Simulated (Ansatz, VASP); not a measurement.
# Two plane-wave programs on TiO2

```xyz
6
Lattice="2.6993 -2.6993 -0.0201 2.6993 2.6993 -0.0201 -2.6626 0.0000 4.9099" Properties=species:S:1:pos:R:3 pbc="T T T"
Ti    2.0336    2.0245    1.2073
Ti    0.7023   -2.0245    3.6623
O    -0.6499   -0.6748    3.3245
O     3.3858    0.6748    1.5451
O     2.0545   -0.6748    4.0000
O     0.6814    0.6748    0.8695
```

Alike in both runs: task single point; functional PBE; k mesh 6 × 6 × 6; occupations gaussian, width 0.05 eV; no spin polarisation; Hubbard terms Ti d U = 4.0 eV.

```csv
,VASP,Ansatz
version,VASP 6.6.1,Ansatz 0.2.0
potentials or method,"VASP PAW PBE potentials, release 64 (Ti_sv, O), cutoff 520 eV","scalar-relativistic, plane waves, PAW"
valence electrons in the cell,48,48
```

VASP gave:

| Quantity | Value |
| --- | --- |
| gap on the k mesh at the Fermi level (eV) | 2.34 |
| least direct gap on the mesh (eV) | 2.88 |
| pressure (GPa) | 0.9 |
| traceless stress, the component that is largest in VASP (GPa) | -8.97 |
| rms of the force components (eV/Å) | 0.453 |

Estimate Ansatz's values.

gap on the k mesh at the Fermi level (eV): 2.28; least direct gap on the mesh (eV): 2.80; pressure (GPa): -3.1; traceless stress, the component that is largest in VASP (GPa): -7.38; rms of the force components (eV/Å): 0.500.

The programs project onto different local orbitals, so the same U acts differently, and such runs can settle in different states. Atom by atom the forces differ by 0.046 eV/Å (rms over components).
